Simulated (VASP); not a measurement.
# BaTe (F-43m) in VASP: notebook

The runs below take BaTe through single point, relaxation of cell and atoms, with r2SCAN, PBEsol, LDA, PBE.

Everything below comes from runs of VASP 6.6.1. Logs are shortened: lines on timing, memory, paths and dates and some standing lists are left out, and cuts for length are marked.

## (1) The cell of the first run

The structure is cubic, space group F-43m (No. 216). The conventional cell has a = 7.828 Å, b = 7.828 Å, c = 7.828 Å, α = 90.00°, β = 90.00°, γ = 90.00°. Ba (site symmetry -43m) has 4 Te at 3.39 Å within 4.5 Å. Te (site symmetry -43m) has 4 Ba at 3.39 Å within 4.5 Å.

## (2) Single point, r2SCAN

Input file POSCAR:

```
BaTe
1.0
    0.0000000000      3.9141586740      3.9141586740
    3.9141586740      0.0000000000      3.9141586740
    3.9141586740      3.9141586740      0.0000000000
Ba Te
1 1
Direct
    0.0000000000      0.0000000000      0.0000000000
    0.2500000000      0.2500000000      0.2500000000
```

Input file INCAR.step1:

```
SYSTEM = BaTe
ALGO     = Normal         ! electronic algorithm
EDIFF    = 1E-4           ! SCF threshold, eV
ENCUT    = 520            ! plane-wave cutoff, eV
GGA      = PE             ! functional
ISMEAR   = 0              ! smearing method
LASPH    = .True.         ! aspherical terms in the spheres
LCHARG   = .False.        ! write CHGCAR
LREAL    = .False.        ! projectors in reciprocal space
LWAVE    = .True.         ! write WAVECAR
NBANDS   = 15             ! bands
NELM     = 80             ! most SCF steps
PREC     = Accurate       ! precision mode
SIGMA    = 0.01           ! smearing width, eV
```

Input file INCAR.step2:

```
SYSTEM = BaTe
ALGO     = Normal         ! electronic algorithm
EDIFF    = 1E-7           ! SCF threshold, eV
ENCUT    = 520            ! plane-wave cutoff, eV
ISIF     = 2              ! what is computed and relaxed
ISMEAR   = 0              ! smearing method
ISTART   = 1            
LASPH    = .True.         ! aspherical terms in the spheres
LCHARG   = .True.         ! write CHGCAR
LELF     = .True.         ! ELF
LMIXTAU  = .True.       
LREAL    = .False.        ! projectors in reciprocal space
LVHAR    = .True.       
LWAVE    = .False.        ! write WAVECAR
METAGGA  = R2SCAN         ! meta-GGA
NBANDS   = 15             ! bands
NELM     = 80             ! most SCF steps
PREC     = Accurate       ! precision mode
SIGMA    = 0.01           ! smearing width, eV
```

Input file KPOINTS:

```
k-points
0
Gamma
  6 6 6
  0 0 0
```

Potentials or basis: VASP PAW PBE potentials, release 64 (Ba_sv, Te).

Started as:

```console
$ cat potpaw_PBE.64/Ba_sv/POTCAR potpaw_PBE.64/Te/POTCAR > POTCAR
$ cp INCAR.step1 INCAR
$ mpirun -np 1 vasp_std > vasp.out
$ cp INCAR.step2 INCAR
$ mpirun -np 1 vasp_std > vasp.out
```

OUTCAR:

```text
SYSTEM = BaTe
   EDIFF = 1E-7
   ENCUT = 520
   ISIF = 2
   ISMEAR = 0
   ISTART = 1
   LASPH = .True.
   LREAL = .False.
   METAGGA = R2SCAN
   NELM = 80
   PREC = Accurate

 ion  position               nearest neighbor table
   1  0.000  0.000  0.000-   2 3.39   2 3.39   2 3.39   2 3.39
   2  0.250  0.250  0.250-   1 3.39   1 3.39   1 3.39   1 3.39

  LATTYP: Found a face centered cubic cell.
 ALAT       =     7.8283173480

  Lattice vectors:

 A1 = (   0.0000000000,   3.9141586740,   3.9141586740)
 A2 = (   3.9141586740,   0.0000000000,   3.9141586740)
 A3 = (   3.9141586740,   3.9141586740,   0.0000000000)

Analysis of symmetry for initial positions (statically):
=====================================================================
 Subroutine PRICEL returns:
 Original cell was already a primitive cell.

 Routine SETGRP: Setting up the symmetry group for a
 face centered cubic supercell.

 Subroutine GETGRP returns: Found 24 space group operations
 (whereof 24 operations were pure point group operations)
 out of a pool of 48 trial point group operations.

The static configuration has the point symmetry T_d .

Analysis of symmetry for dynamics (positions and initial velocities):
=====================================================================
 Subroutine PRICEL returns:
 Original cell was already a primitive cell.

 Routine SETGRP: Setting up the symmetry group for a
 face centered cubic supercell.

 Subroutine GETGRP returns: Found 24 space group operations
 (whereof 24 operations were pure point group operations)
 out of a pool of 48 trial point group operations.

The dynamic configuration has the point symmetry T_d .

 Subroutine INISYM returns: Found 24 space group operations
 (whereof 24 operations are pure point group operations),
 and found     1 'primitive' translations

----------------------------------------------------------------------------------------

                                     Primitive cell

  volume of cell :     119.9348

  direct lattice vectors                    reciprocal lattice vectors
     0.000000000  3.914158674  3.914158674    -0.127741372  0.127741372  0.127741372
     3.914158674  0.000000000  3.914158674     0.127741372 -0.127741372  0.127741372
     3.914158674  3.914158674  0.000000000     0.127741372  0.127741372 -0.127741372

  length of vectors
     5.535456282  5.535456282  5.535456282     0.221254547  0.221254547  0.221254547

  position of ions in fractional coordinates (direct lattice)
     0.000000000  0.000000000  0.000000000
     0.250000000  0.250000000  0.250000000

  ion indices of the primitive-cell ions
   primitive index   ion index
                 1           1
                 2           2

----------------------------------------------------------------------------------------

 KPOINTS: k-points

Automatic generation of k-mesh.
 Grid dimensions read from file:
 generate k-points for:    6    6    6

 Generating k-lattice:

  Cartesian coordinates                     Fractional coordinates (reciprocal lattice)
    -0.021290229  0.021290229  0.021290229     0.166666667  0.000000000  0.000000000
     0.021290229 -0.021290229  0.021290229     0.000000000  0.166666667  0.000000000
     0.021290229  0.021290229 -0.021290229     0.000000000  0.000000000  0.166666667

  Length of vectors
     0.036875758  0.036875758  0.036875758

  Shift w.r.t. Gamma in fractional coordinates (k-lattice)
     0.000000000  0.000000000  0.000000000

 Subroutine IBZKPT returns following result:
 ===========================================

 Found     16 irreducible k-points:

 Following reciprocal coordinates:
            Coordinates               Weight
  0.000000  0.000000  0.000000      1.000000
  0.166667  0.000000  0.000000      8.000000
  0.333333  0.000000  0.000000      8.000000
  0.500000  0.000000  0.000000      4.000000
  0.166667  0.166667  0.000000      6.000000
  0.333333  0.166667  0.000000     24.000000
[... 8 lines left out ...]
 -0.333333  0.333333  0.166667     24.000000
 -0.333333  0.500000  0.166667     12.000000
   k-points           NKPTS =     16   k-points in BZ     NKDIM =     16   number of bands    NBANDS=     15
   number of dos      NEDOS =    301   number of ions     NIONS =      2
   total plane-waves  NPLWV =  74088
   dimension x,y,z NGX =    42 NGY =   42 NGZ =   42
   dimension x,y,z NGXF=    84 NGYF=   84 NGZF=   84
   ions per type =               1   1
   NGX,Y,Z   is equivalent  to a cutoff of  12.61, 12.61, 12.61 a.u.
   NGXF,Y,Z  is equivalent  to a cutoff of  25.23, 25.23, 25.23 a.u.
 SYSTEM =  BaTe
   PREC   = accura    normal or accurate (medium, high low for compatibility)
   ISTART =      1    job   : 0-new  1-cont  2-samecut
   ICHARG =      0    charge: 1-file 2-atom 10-const
   ISPIN  =      1    spin polarized calculation?
   LNONCOLLINEAR =      F non collinear calculations
   LSORBIT =      F    spin-orbit coupling
   LASPH  =      T    aspherical Exc in radial PAW
   ENCUT  =  520.0 eV  38.22 Ry    6.18 a.u.  10.29 10.29 10.29*2*pi/ulx,y,z
   NELM   =     80;   NELMIN=  2; NELMDL=  0     # of ELM steps
   EDIFF  = 0.1E-06   stopping-criterion for ELM
   LREAL  =      F    real-space projection
   EDIFFG = 0.1E-05   stopping-criterion for IOM
   NSW    =      0    number of steps for IOM
   IBRION =     -1    ionic relax: 0-MD 1-quasi-New 2-CG
   NFREE  =      0    steps in history (QN), initial steepest desc. (CG)
   ISIF   =      2    stress and relaxation
   ISYM   =      2    0-nonsym 1-usesym 2-fastsym
   POTIM  = 0.5000    time-step for ionic-motion
   TEBEG  =    0.0;   TEEND  =   0.0 temperature during run
   PSTRESS=    0.0 pullay stress
   NELECT =      16.0000    total number of electrons
   NUPDOWN=      -1.0000    fix difference up-down
   EMIN   =  10.00;   EMAX   =-10.00  energy-range for DOS
   EFERMI =   0.00;   METHOD = LEGACY
   ISMEAR =     0;   SIGMA  =   0.01  broadening in eV -4-tet -1-fermi 0-gaus
   EFERMI_NEDOS =   21; number of points for ismear=-14 and -15
   IALGO  =     38    algorithm
   IMIX   =      4    mixing-type and parameters
     AMIX     =   0.40;   BMIX     =  1.00
     AMIX_MAG =   1.60;   BMIX_MAG =  1.00
  volume/ion in A,a.u.               =      59.97       404.68
  Fermi-wavevector in a.u.,A,eV,Ry     =   0.836501  1.580757  9.520455  0.699734
  Thomas-Fermi vector in A             =   1.950236
   LORBIT       =      0    0 simple, 1 ext, 2 COOP (PROOUT), +10 PAW based schemes
   METAGGA = R2SCAN    functional components
   LHFCALC =     F    Hartree Fock is set to
   AEXX    =    0.0000 exact exchange contribution
   IVDW    =     0    specifies the selected vdW correction
   LEPSILON=     F    determine dielectric tensor
   LRPA    =     F    only Hartree local field effects (RPA)
 non-spin polarized calculation
 Gauss-broadening in eV      SIGMA  =   0.01
  energy-cutoff  :      520.00
  volume of cell :      119.93
 maximum number of plane-waves:      3250
 NGX is ok and might be reduce to    42
   NGX = 21   NGY = 21   NGZ = 21

 number of electron      16.0000000 magnetization

 Free energy of the ion-electron system (eV)
  ---------------------------------------------------
  ext. energy  EPLUGINS =         0.00000000
  ---------------------------------------------------
  free energy    TOTEN  =       -55.37544207 eV

  energy without entropy =      -55.37544207  energy(sigma->0) =      -55.37544207

 E-fermi :  -0.0811     XC(G=0):  -7.0549

 val. band max:       -0.2086074550   @ k =  -0.3333   0.5000   0.1667
 cond. band min:       2.7393804043   @ k =   0.0000   0.0000   0.0000
 fundamental gap:      2.9479878593
 Fermi energy:        -0.0811447856

 k-point     1 :       0.0000    0.0000    0.0000
  band No.  band energies     occupation
      1     -27.8924      2.00000
      2     -12.6564      2.00000
      3     -12.6564      2.00000
      4     -12.6564      2.00000
      5      -9.2043      2.00000
      6      -0.6358      2.00000
      7      -0.6358      2.00000
      8      -0.6358      2.00000
      9       2.7394      0.00000
     10       4.3877      0.00000
     11       4.3877      0.00000
     12       6.3453      0.00000
     13       6.3453      0.00000
     14       6.3453      0.00000
     15       8.2927      0.00000

 k-point     2 :       0.1667    0.0000    0.0000
  band No.  band energies     occupation
      1     -27.8915      2.00000
      2     -12.7039      2.00000
      3     -12.6602      2.00000
      4     -12.6602      2.00000
      5      -9.1296      2.00000
      6      -0.7637      2.00000
      7      -0.5868      2.00000
      8      -0.5868      2.00000
      9       3.2678      0.00000
     10       4.2567      0.00000
     11       4.2567      0.00000
     12       6.0459      0.00000
     13       6.6072      0.00000
     14       6.6072      0.00000
     15       7.0952      0.00000

 k-point     3 :       0.3333    0.0000    0.0000
  band No.  band energies     occupation
      1     -27.8896      2.00000
      2     -12.7935      2.00000
      3     -12.6678      2.00000
      4     -12.6678      2.00000
      5      -8.9876      2.00000
      6      -0.8877      2.00000
      7      -0.4944      2.00000
      8      -0.4944      2.00000
      9       4.0613      0.00000
     10       4.3024      0.00000
     11       4.3024      0.00000
     12       5.2597      0.00000
     13       6.1170      0.00000
     14       6.1170      0.00000
     15       6.6167      0.00000

 k-point     4 :       0.5000    0.0000    0.0000
  band No.  band energies     occupation
      1     -27.8886      2.00000
      2     -12.8360      2.00000
      3     -12.6716      2.00000
      4     -12.6716      2.00000
      5      -8.9201      2.00000
      6      -0.8981      2.00000
      7      -0.4517      2.00000
      8      -0.4517      2.00000
      9       4.1567      0.00000
     10       4.5896      0.00000
     11       4.5896      0.00000
     12       4.7770      0.00000
     13       5.4696      0.00000
     14       5.4696      0.00000
     15       7.6249      0.00000
[... 163 lines left out ...]
 k-point    14 :       0.5000    0.3333    0.1667
  band No.  band energies     occupation
      1     -27.8883      2.00000
      2     -12.8224      2.00000
      3     -12.6956      2.00000
      4     -12.6798      2.00000
      5      -8.8933      2.00000
      6      -0.9253      2.00000
      7      -0.5009      2.00000
      8      -0.3420      2.00000
      9       3.3727      0.00000
     10       4.1249      0.00000
     11       4.8625      0.00000
     12       5.7509      0.00000
     13       5.9225      0.00000
     14       6.2074      0.00000
     15       7.4014      0.00000

 k-point    15 :      -0.3333    0.3333    0.1667
  band No.  band energies     occupation
      1     -27.8877      2.00000
      2     -12.8414      2.00000
      3     -12.7047      2.00000
      4     -12.6850      2.00000
      5      -8.8480      2.00000
      6      -0.7743      2.00000
      7      -0.6484      2.00000
      8      -0.2840      2.00000
      9       3.1930      0.00000
     10       4.0642      0.00000
     11       4.7830      0.00000
     12       5.7333      0.00000
     13       6.0474      0.00000
     14       6.5139      0.00000
     15       7.8211      0.00000

 k-point    16 :      -0.3333    0.5000    0.1667
  band No.  band energies     occupation
      1     -27.8873      2.00000
      2     -12.8513      2.00000
      3     -12.7029      2.00000
      4     -12.6932      2.00000
      5      -8.8251      2.00000
      6      -0.9533      2.00000
      7      -0.4764      2.00000
      8      -0.2086      2.00000
      9       2.9842      0.00000
     10       4.0216      0.00000
     11       5.0614      0.00000
     12       5.3548      0.00000
     13       6.0565      0.00000
     14       7.4186      0.00000
     15       7.7731      0.00000

------------------------ aborting loop because EDIFF is reached ----------------------------------------

  FORCE on cell =-STRESS in cart. coord.  units (eV):
  Direction    XX          YY          ZZ          XY          YZ          ZX
  --------------------------------------------------------------------------------------
  -------------------------------------------------------------------------------------
  Total        0.1323981      0.1323981      0.1323981     -0.0000000     -0.0000000      0.0000000
  in kB        1.7686708      1.7686708      1.7686708     -0.0000000     -0.0000000      0.0000000
  external PRESSURE =       1.7686708 kB  Pullay stress =       0.0000000 kB

 VOLUME and BASIS-vectors are now :
 -----------------------------------------------------------------------------
  energy-cutoff  :      520.00
  volume of cell :      119.93
      direct lattice vectors                 reciprocal lattice vectors
     0.000000000  3.914158674  3.914158674    -0.127741372  0.127741372  0.127741372
     3.914158674  0.000000000  3.914158674     0.127741372 -0.127741372  0.127741372
     3.914158674  3.914158674  0.000000000     0.127741372  0.127741372 -0.127741372

 POSITION                                       TOTAL-FORCE (eV/Angst)
 -----------------------------------------------------------------------------------
      0.00000      0.00000      0.00000        -0.000000      0.000000      0.000000
      1.95708      1.95708      1.95708         0.000000     -0.000000     -0.000000
 -----------------------------------------------------------------------------------
    total drift:                               -0.000000     -0.000000     -0.000000

  FREE ENERGIE OF THE ION-ELECTRON SYSTEM (eV)
  ---------------------------------------------------
  free  energy   TOTEN  =       -55.3754420699 eV

  energy  without entropy=      -55.3754420699  energy(sigma->0) =      -55.37544207
```

Run time: 80 s. Hardware: 1 thread of Intel Xeon 6975P-C (Granite Rapids), shared host; peak memory 0.3 GiB.

What came out:

```
Free energy            : -55.3754 eV
Pressure               : 0.2 GPa
Band gap on the k mesh : 2.95 eV (least direct gap 3.19 eV)
```

Levels at points of the mesh, in eV from the valence-band top:
```csv
k point,band 5,band 6,band 7,band 8,band 9,band 10,band 11,band 12
"(0.00, 0.00, 0.00)",-9.00,-0.43,-0.43,-0.43,2.95,4.60,4.60,6.55
"(0.50, 0.00, 0.00)",-8.71,-0.69,-0.24,-0.24,4.37,4.80,4.80,4.99
"(0.50, 0.50, 0.00)",-8.62,-0.96,0.00,0.00,3.18,4.37,5.48,5.48
```

Caveat: the PAW data sets were made with another functional, which shifts forces and pressure a little; spin-orbit coupling is left out, which moves the levels of the heavy elements. A k mesh can miss the band edges.

(Continued in part 2 of 3.)
